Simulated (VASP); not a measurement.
# GaP (m.b) (F-43m) in VASP: notebook

GaP (m.b) is run at these levels: PBE; tasks: single point.

Everything below comes from runs of VASP 6.6.1. Logs are shortened: lines on timing, memory, paths and dates and some standing lists are left out, and cuts for length are marked.

### Step 1. The cell of the first run

Symmetry: F-43m, No. 216, cubic system. Conventional cell: a = 5.507 Å, b = 5.507 Å, c = 5.507 Å, α = 90.00°, β = 90.00°, γ = 90.00°. Ga (site symmetry -43m) has 4 P at 2.38 Å within 3.1 Å. Within 3.1 Å of P (site symmetry -43m) lie 4 Ga at 2.38 Å.

### Step 2. Single point, PBE

Input file INCAR:

```
ALGO     = Normal         # electronic algorithm
EDIFF    = 1E-6           # SCF threshold, eV
ENCUT    = 500            # plane-wave cutoff, eV
GGA      = PE             # functional
GGA_COMPAT= F            
ISIF     = 2              # what is computed and relaxed
ISMEAR   = 0              # smearing method
LASPH    = T              # aspherical terms in the spheres
LCHARG   = F              # write CHGCAR
LREAL    = F              # projectors in reciprocal space
LWAVE    = F              # write WAVECAR
NBANDS   = 16             # bands
NELM     = 120            # most SCF steps
PREC     = Accurate       # precision mode
SIGMA    = 0.02           # smearing width, eV
```

Input file KPOINTS:

```
k-points
0
Gamma
  8 8 8
```

Input file POSCAR:

```
GaP
1.0
    0.0000000000      2.7533028935      2.7533028935
    2.7533028935      0.0000000000      2.7533028935
    2.7533028935      2.7533028935      0.0000000000
Ga P
1 1
Direct
    0.0000000000      0.0000000000      0.0000000000
    0.2500000000      0.2500000000      0.2500000000
```

Potentials or basis: VASP PAW PBE potentials, release 64 (Ga_d, P).

Run with:

```console
cat potpaw_PBE.64/Ga_d/POTCAR potpaw_PBE.64/P/POTCAR > POTCAR
mpirun -np 1 vasp_std > vasp.out
```

OUTCAR:

```text
EDIFF = 1E-6
   ENCUT = 500
   GGA = PE
   ISIF = 2
   ISMEAR = 0
   LASPH = T
   LREAL = F
   NELM = 120
   PREC = Accurate

 ion  position               nearest neighbor table
   1  0.000  0.000  0.000-   2 2.38   2 2.38   2 2.38   2 2.38
   2  0.250  0.250  0.250-   1 2.38   1 2.38   1 2.38   1 2.38

  LATTYP: Found a face centered cubic cell.
 ALAT       =     5.5066057870

  Lattice vectors:

 A1 = (   0.0000000000,   2.7533028935,   2.7533028935)
 A2 = (   2.7533028935,   0.0000000000,   2.7533028935)
 A3 = (   2.7533028935,   2.7533028935,   0.0000000000)

Analysis of symmetry for initial positions (statically):
=====================================================================
 Subroutine PRICEL returns:
 Original cell was already a primitive cell.

 Routine SETGRP: Setting up the symmetry group for a
 face centered cubic supercell.

 Subroutine GETGRP returns: Found 24 space group operations
 (whereof 24 operations were pure point group operations)
 out of a pool of 48 trial point group operations.

The static configuration has the point symmetry T_d .

Analysis of symmetry for dynamics (positions and initial velocities):
=====================================================================
 Subroutine PRICEL returns:
 Original cell was already a primitive cell.

 Routine SETGRP: Setting up the symmetry group for a
 face centered cubic supercell.

 Subroutine GETGRP returns: Found 24 space group operations
 (whereof 24 operations were pure point group operations)
 out of a pool of 48 trial point group operations.

The dynamic configuration has the point symmetry T_d .

 Subroutine INISYM returns: Found 24 space group operations
 (whereof 24 operations are pure point group operations),
 and found     1 'primitive' translations

----------------------------------------------------------------------------------------

                                     Primitive cell

  volume of cell :      41.7438

  direct lattice vectors                    reciprocal lattice vectors
     0.000000000  2.753302893  2.753302893    -0.181600071  0.181600071  0.181600071
     2.753302893  0.000000000  2.753302893     0.181600071 -0.181600071  0.181600071
     2.753302893  2.753302893  0.000000000     0.181600071  0.181600071 -0.181600071

  length of vectors
     3.893758293  3.893758293  3.893758293     0.314540549  0.314540549  0.314540549

  position of ions in fractional coordinates (direct lattice)
     0.000000000  0.000000000  0.000000000
     0.250000000  0.250000000  0.250000000

  ion indices of the primitive-cell ions
   primitive index   ion index
                 1           1
                 2           2

----------------------------------------------------------------------------------------

 KPOINTS: k-points

Automatic generation of k-mesh.
 Grid dimensions read from file:
 generate k-points for:    8    8    8

 Generating k-lattice:

  Cartesian coordinates                     Fractional coordinates (reciprocal lattice)
    -0.022700009  0.022700009  0.022700009     0.125000000  0.000000000  0.000000000
     0.022700009 -0.022700009  0.022700009     0.000000000  0.125000000  0.000000000
     0.022700009  0.022700009 -0.022700009     0.000000000  0.000000000  0.125000000

  Length of vectors
     0.039317569  0.039317569  0.039317569

  Shift w.r.t. Gamma in fractional coordinates (k-lattice)
     0.000000000  0.000000000  0.000000000

 Subroutine IBZKPT returns following result:
 ===========================================

 Found     29 irreducible k-points:

 Following reciprocal coordinates:
            Coordinates               Weight
  0.000000  0.000000  0.000000      1.000000
  0.125000  0.000000  0.000000      8.000000
  0.250000  0.000000  0.000000      8.000000
  0.375000  0.000000  0.000000      8.000000
  0.500000  0.000000  0.000000      4.000000
  0.125000  0.125000  0.000000      6.000000
[... 16 lines left out ...]
  0.500000  0.250000  0.125000     48.000000
 -0.375000  0.250000  0.125000     24.000000
 [... further k-points ...]
   k-points           NKPTS =     29   k-points in BZ     NKDIM =     29   number of bands    NBANDS=     16
   number of dos      NEDOS =    301   number of ions     NIONS =      2
   total plane-waves  NPLWV =  21952
   dimension x,y,z NGX =    28 NGY =   28 NGZ =   28
   dimension x,y,z NGXF=    56 NGYF=   56 NGZF=   56
   ions per type =               1   1
   NGX,Y,Z   is equivalent  to a cutoff of  11.95, 11.95, 11.95 a.u.
   NGXF,Y,Z  is equivalent  to a cutoff of  23.91, 23.91, 23.91 a.u.
 SYSTEM =  unknown system
   PREC   = accura    normal or accurate (medium, high low for compatibility)
   ISTART =      0    job   : 0-new  1-cont  2-samecut
   ICHARG =      2    charge: 1-file 2-atom 10-const
   ISPIN  =      1    spin polarized calculation?
   LNONCOLLINEAR =      F non collinear calculations
   LSORBIT =      F    spin-orbit coupling
   LASPH  =      T    aspherical Exc in radial PAW
   ENCUT  =  500.0 eV  36.75 Ry    6.06 a.u.   7.10  7.10  7.10*2*pi/ulx,y,z
   NELM   =    120;   NELMIN=  2; NELMDL= -5     # of ELM steps
   EDIFF  = 0.1E-05   stopping-criterion for ELM
   LREAL  =      F    real-space projection
   EDIFFG = 0.1E-04   stopping-criterion for IOM
   NSW    =      0    number of steps for IOM
   IBRION =     -1    ionic relax: 0-MD 1-quasi-New 2-CG
   NFREE  =      0    steps in history (QN), initial steepest desc. (CG)
   ISIF   =      2    stress and relaxation
   ISYM   =      2    0-nonsym 1-usesym 2-fastsym
   POTIM  = 0.5000    time-step for ionic-motion
   TEBEG  =    0.0;   TEEND  =   0.0 temperature during run
   PSTRESS=    0.0 pullay stress
   NELECT =      18.0000    total number of electrons
   NUPDOWN=      -1.0000    fix difference up-down
   EMIN   =  10.00;   EMAX   =-10.00  energy-range for DOS
   EFERMI =   0.00;   METHOD = LEGACY
   ISMEAR =     0;   SIGMA  =   0.02  broadening in eV -4-tet -1-fermi 0-gaus
   EFERMI_NEDOS =   21; number of points for ismear=-14 and -15
   IALGO  =     38    algorithm
   IMIX   =      4    mixing-type and parameters
     AMIX     =   0.40;   BMIX     =  1.00
     AMIX_MAG =   1.60;   BMIX_MAG =  1.00
  volume/ion in A,a.u.               =      20.87       140.85
  Fermi-wavevector in a.u.,A,eV,Ry     =   1.236806  2.337225 20.812692  1.529690
  Thomas-Fermi vector in A             =   2.371400
   LORBIT       =      0    0 simple, 1 ext, 2 COOP (PROOUT), +10 PAW based schemes
   GGA     = PE    functional components
   LHFCALC =     F    Hartree Fock is set to
   AEXX    =    0.0000 exact exchange contribution
   IVDW    =     0    specifies the selected vdW correction
   LEPSILON=     F    determine dielectric tensor
   LRPA    =     F    only Hartree local field effects (RPA)
 non-spin polarized calculation
 Gauss-broadening in eV      SIGMA  =   0.02
  energy-cutoff  :      500.00
  volume of cell :       41.74
 maximum number of plane-waves:      1068
   NGX = 15   NGY = 15   NGZ = 15

 number of electron      18.0000009 magnetization

 Free energy of the ion-electron system (eV)
  ---------------------------------------------------
  ext. energy  EPLUGINS =         0.00000000
  ---------------------------------------------------
  free energy    TOTEN  =        -9.12546146 eV

  energy without entropy =       -9.12546146  energy(sigma->0) =       -9.12546146

 E-fermi :   4.4986     XC(G=0):  -9.6937

 val. band max:        4.3437681602   @ k =   0.0000   0.0000   0.0000
 cond. band min:       5.9169595368   @ k =   0.0000   0.0000   0.0000
 fundamental gap:      1.5731913766
 Fermi energy:         4.4986395477

 k-point     1 :       0.0000    0.0000    0.0000
  band No.  band energies     occupation
      1     -10.1587      2.00000
      2     -10.1587      2.00000
      3     -10.1587      2.00000
      4     -10.0681      2.00000
      5     -10.0681      2.00000
      6      -7.9212      2.00000
[... 8 lines left out ...]
     15      14.0882      0.00000
     16      14.0882      0.00000

 k-point     2 :       0.1250    0.0000    0.0000
  band No.  band energies     occupation
      1     -10.1705      2.00000
      2     -10.1545      2.00000
      3     -10.1545      2.00000
      4     -10.0681      2.00000
      5     -10.0681      2.00000
      6      -7.7270      2.00000
[... 8 lines left out ...]
     15      13.4828      0.00000
     16      13.9002      0.00000

 k-point     3 :       0.2500    0.0000    0.0000
  band No.  band energies     occupation
      1     -10.1968      2.00000
      2     -10.1454      2.00000
      3     -10.1454      2.00000
      4     -10.0669      2.00000
      5     -10.0669      2.00000
      6      -7.1769      2.00000
[... 8 lines left out ...]
     15      13.2987      0.00000
     16      14.1881      0.00000

 k-point     4 :       0.3750    0.0000    0.0000
  band No.  band energies     occupation
      1     -10.2210      2.00000
      2     -10.1385      2.00000
      3     -10.1385      2.00000
      4     -10.0636      2.00000
      5     -10.0636      2.00000
      6      -6.4146      2.00000
[... 8 lines left out ...]
     15      14.4535      0.00000
     16      14.4535      0.00000

 k-point     5 :       0.5000    0.0000    0.0000
  band No.  band energies     occupation
      1     -10.2305      2.00000
      2     -10.1363      2.00000
      3     -10.1363      2.00000
      4     -10.0615      2.00000
      5     -10.0615      2.00000
      6      -5.9544      2.00000
[... 8 lines left out ...]
     15      15.9313      0.00000
     16      15.9313      0.00000

 k-point     6 :       0.1250    0.1250    0.0000
  band No.  band energies     occupation
      1     -10.1784      2.00000
      2     -10.1505      2.00000
      3     -10.1505      2.00000
      4     -10.0717      2.00000
      5     -10.0652      2.00000
      6      -7.6623      2.00000
[... 8 lines left out ...]
     15      14.2538      0.00000
     16      14.3294      0.00000
[... 267 lines left out ...]
 k-point    21 :       0.5000    0.5000    0.0000
  band No.  band energies     occupation
      1     -10.2646      2.00000
      2     -10.1000      2.00000
      3     -10.1000      2.00000
      4     -10.0994      2.00000
      5     -10.0485      2.00000
      6      -5.0963      2.00000
[... 8 lines left out ...]
     15      16.6731      0.00000
     16      17.2069      0.00000

 k-point    22 :       0.3750    0.2500    0.1250
  band No.  band energies     occupation
      1     -10.2180      2.00000
      2     -10.1346      2.00000
      3     -10.1311      2.00000
      4     -10.0775      2.00000
      5     -10.0599      2.00000
      6      -6.7085      2.00000
[... 8 lines left out ...]
     15      15.3441      0.00000
     16      16.5694      0.00000

 k-point    23 :       0.5000    0.2500    0.1250
  band No.  band energies     occupation
      1     -10.2319      2.00000
      2     -10.1312      2.00000
      3     -10.1228      2.00000
      4     -10.0756      2.00000
      5     -10.0600      2.00000
      6      -5.9918      2.00000
[... 8 lines left out ...]
     15      15.7208      0.00000
     16      17.0388      0.00000

 k-point    24 :      -0.3750    0.2500    0.1250
  band No.  band energies     occupation
      1     -10.2370      2.00000
      2     -10.1307      2.00000
      3     -10.1199      2.00000
      4     -10.0725      2.00000
      5     -10.0615      2.00000
      6      -5.5661      2.00000
[... 8 lines left out ...]
     15      16.2357      0.00000
     16      16.6760      0.00000

 [... further k-points ...]
[... 5 lines left out ...]
  --------------------------------------------------------------------------------------
  -------------------------------------------------------------------------------------
  Total       -0.0261667     -0.0261667     -0.0261667      0.0000000      0.0000000     -0.0000000
  in kB       -1.0043089     -1.0043089     -1.0043089      0.0000000      0.0000000     -0.0000000
  external PRESSURE =      -1.0043089 kB  Pullay stress =       0.0000000 kB

 VOLUME and BASIS-vectors are now :
 -----------------------------------------------------------------------------
  energy-cutoff  :      500.00
  volume of cell :       41.74
      direct lattice vectors                 reciprocal lattice vectors
     0.000000000  2.753302893  2.753302893    -0.181600071  0.181600071  0.181600071
     2.753302893  0.000000000  2.753302893     0.181600071 -0.181600071  0.181600071
     2.753302893  2.753302893  0.000000000     0.181600071  0.181600071 -0.181600071

 POSITION                                       TOTAL-FORCE (eV/Angst)
 -----------------------------------------------------------------------------------
      0.00000      0.00000      0.00000        -0.000000     -0.000000      0.000000
      1.37665      1.37665      1.37665         0.000000      0.000000     -0.000000
 -----------------------------------------------------------------------------------
    total drift:                                0.000001      0.000001      0.000001

  FREE ENERGIE OF THE ION-ELECTRON SYSTEM (eV)
  ---------------------------------------------------
  free  energy   TOTEN  =        -9.1254614579 eV

  energy  without entropy=       -9.1254614579  energy(sigma->0) =       -9.12546146
```

It took 19 s on 1 thread of Intel Xeon 6975P-C, shared host; peak memory 0.16 GiB.

Results:

```yaml
Free_energy: -9.1255 eV
Pressure: -0.1 GPa
Band_gap_on_the_k_mesh: 1.57 eV, direct
```

### Step 3. Single point, PBE

Input file INCAR:

```
SYSTEM = GaP
  PREC = Accurate
  ENCUT = 500
  EDIFF = 1E-6
  ISMEAR = 0
  SIGMA = 0.02
  LREAL = .False.
  LASPH = .True.
  NELM = 120
  ALGO = Normal
  ISIF = 2
  LWAVE = .False.
  LCHARG = .False.
  GGA = PE
  NBANDS = 16
  GGA_COMPAT = .False.
```

Input file KPOINTS:

```
regular mesh
0
Gamma
  10 10 10
  0 0 0
```

POSCAR is that of step 2.

Potentials or basis: VASP PAW PBE potentials, release 64 (Ga_d, P).

Run with:

```console
cat potpaw_PBE.64/Ga_d/POTCAR potpaw_PBE.64/P/POTCAR > POTCAR
mpirun -np 1 vasp_std > vasp.out
```

It took 25 s on 1 thread of Intel Xeon 6975P-C, shared host; peak memory 0.17 GiB.

It converged, with:

```
Free energy            : -9.1275 eV
Pressure               : -0.1 GPa
Band gap on the k mesh : 1.57 eV, direct
```

Levels at points of the mesh, in eV from the valence-band top:
```
           k point  band 6  band 7  band 8  band 9  band 10  band 11  band 12  band 13
(0.00, 0.00, 0.00)  -12.26    0.00    0.00    0.00     1.57     3.90     3.90     3.90
(0.50, 0.00, 0.00)  -10.30   -6.46   -1.07   -1.07     1.58     4.73     4.73     8.22
(0.50, 0.50, 0.00)   -9.44   -6.61   -2.58   -2.58     1.72     1.85    10.37    10.37
```
